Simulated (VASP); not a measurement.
## AlO4: single point with PBE

AlO4:

```
Al O
1.0
     0.00000    3.94915    3.94915
     3.94915    0.00000    3.94915
     3.94915    3.94915    0.00000
Al O
2 8
Direct
  0.50000 0.50000 0.50000
  0.25000 0.25000 0.25000
  0.41742 0.08258 0.08258
  0.08258 0.41742 0.41742
  0.08258 0.41742 0.08258
  0.41742 0.08258 0.41742
  0.08258 0.08258 0.41742
  0.41742 0.41742 0.08258
  0.00000 0.00000 0.00000
  0.75000 0.75000 0.75000
```

The cell was built from a structure type or drawn by symmetry, and may not be a known phase.

| Item | Value |
| --- | --- |
| Program | VASP 6.6.1 |
| Task | single point |
| Functional | PBE |
| Potentials or basis | VASP PAW PBE potentials, release 64 (Al, O) |
| Cutoff | 520 eV |
| k mesh | 4 × 4 × 4 |
| Occupations | gaussian, width 0.1 eV |
| Spin | no spin polarisation |

```
Pressure      : 110.1 GPa
Largest force : 33.974 eV/Å
```

Forces in eV/Å, atoms in the order of the input:
```
Al    0.000   0.000   0.000
Al    0.000   0.000   0.000
O   -33.974   0.000   0.000
O    33.974   0.000   0.000
O     0.000 -33.974   0.000
O     0.000  33.974   0.000
O     0.000   0.000 -33.974
O     0.000   0.000  33.974
O     0.000   0.000   0.000
O     0.000   0.000   0.000
```

Levels at points of the mesh, in eV from the Fermi level:
```tsv
k point	band 24	band 25	band 26	band 27	band 28	band 29	band 30	band 31
(0.00, 0.00, 0.00)	-1.09	-0.37	-0.37	-0.37	0.19	0.19	0.19	0.90
(0.50, 0.00, 0.00)	-0.37	-0.27	-0.19	-0.19	0.13	0.13	0.47	0.85
(0.50, 0.50, 0.00)	-0.28	-0.16	-0.16	-0.10	0.23	0.23	0.78	0.79
```

It took 78 s on 1 thread of Intel(R) Xeon(R) 6975P-C (Granite Rapids), with other jobs on the host, peak memory 0.26 GiB.

Caveat: the cell stands under pressure; forces of over 1 eV/Å act on the atoms, so gaps and moduli don't describe the material at rest.
